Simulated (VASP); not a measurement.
## NaF: single point with PBE

The system is NaF.

```xyz
4
Lattice="3.3700 0.0000 0.0000 0.0000 3.3700 0.0000 0.0000 0.0000 4.6499" Properties=species:S:1:pos:R:3 pbc="T T T"
Na    0.0000    0.0000    0.0000
Na    1.6850    1.6850    2.3249
F     1.6850    1.6850    0.0000
F     0.0000    0.0000    2.3249
```

```yaml
Program: VASP 6.6.1
Task: single point
Functional: PBE
Potentials_or_basis: VASP PAW PBE potentials, release 64 (Na_pv, F)
Cutoff: 600 eV
k_mesh: 6 × 6 × 4
Occupations: gaussian, width 0.1 eV
Spin: no spin polarisation
```

| Item | Value |
| --- | --- |
| Pressure | -0.9 GPa |
| Band gap on the k mesh | 5.99 eV |

Stress tensor (GPa, compression positive):
```
-1.42  0.00  0.00
 0.00 -1.42  0.00
 0.00  0.00  0.23
```

Levels at points of the mesh, in eV from the valence-band top:
| k point | band 11 | band 12 | band 13 | band 14 | band 15 | band 16 | band 17 | band 18 |
| --- | --- | --- | --- | --- | --- | --- | --- | --- |
| (0.00, 0.00, 0.00) | -0.40 | -0.01 | 0.00 | 0.00 | 5.99 | 12.89 | 12.95 | 13.10 |
| (0.50, 0.00, 0.00) | -0.52 | -0.52 | -0.23 | -0.23 | 9.91 | 9.91 | 13.67 | 13.67 |
| (0.50, 0.50, 0.00) | -0.38 | -0.38 | -0.35 | -0.35 | 12.56 | 12.56 | 12.99 | 12.99 |
| (0.00, 0.00, 0.50) | -0.21 | -0.21 | -0.21 | -0.21 | 8.37 | 8.37 | 14.64 | 14.64 |
| (0.50, 0.00, 0.50) | -0.24 | -0.24 | -0.22 | -0.22 | 10.42 | 10.42 | 11.96 | 11.96 |
| (0.50, 0.50, 0.50) | -0.80 | -0.80 | -0.55 | -0.55 | 12.78 | 12.78 | 12.78 | 12.78 |

Wall time 24 s on 1 thread of Intel(R) Xeon(R) Platinum 8375C CPU @ 2.90GHz (Ice Lake), on a shared host, peak memory 0.18 GiB.
